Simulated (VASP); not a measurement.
Crystal: Na.

```
CELL_PARAMETERS angstrom
7.02334 0.00000 0.00000
0.00000 7.02334 0.00000
0.00000 0.00000 7.02334
ATOMIC_POSITIONS crystal
Na 0.00000 0.00000 0.00000
```

| Property | Result |
| --- | --- |
| Program | VASP 6.6.1 |
| Task | relaxation of cell and atoms |
| Functional | r2SCAN |
| Potentials or basis | VASP PAW PBE potentials, release 64 (Na_pv) |
| Cutoff | 600 eV |
| k mesh | 3 × 3 × 3 |
| Occupations | fermi-dirac, width 0.1 eV |
| Spin | no spin polarisation |

At the start: pressure -0.1 GPa; volume 346.44 Å³/atom.

Task: How do energy, volume and symmetry change on relaxing?

Result: Over 10 steps the energy falls by 998.2 meV/atom and the volume is 42.35 Å³/atom (-87.8 %); space group Pm-3m (No. 221, to 0.05 Å).

The path:
| step | energy change (eV) | largest force (eV/Å) | pressure (GPa) | volume (Å³) |
| --- | --- | --- | --- | --- |
| 1 | 0.0000 | 0.0000 | -0.13 | 346.44 |
| 2 | -0.0126 | 0.0000 | -0.15 | 332.25 |
| 3 | -0.0517 | 0.0000 | -0.20 | 293.76 |
| 4 | -0.1643 | 0.0000 | -0.35 | 225.93 |
| 5 | -0.5149 | 0.0000 | -0.79 | 123.25 |
| 6 | -0.4593 | 0.0000 | 14.26 | 20.77 |
| 7 | -0.7308 | 0.0000 | -1.07 | 86.59 |
| 8 | -0.9917 | 0.0000 | -0.43 | 46.13 |
| 9 | -0.9948 | 0.0000 | 0.44 | 39.25 |
| 10 | -0.9982 | 0.0000 | -0.02 | 42.35 |

Final structure:
```
CELL_PARAMETERS angstrom
3.48558 0.00000 0.00000
0.00000 3.48558 0.00000
0.00000 0.00000 3.48558
ATOMIC_POSITIONS crystal
Na 0.00000 0.00000 0.00000
```

Caveat: the volume moved by over 15 % at a fixed basis, so the end points are rough; the PAW data sets were made with another functional, which shifts forces and pressure a little.
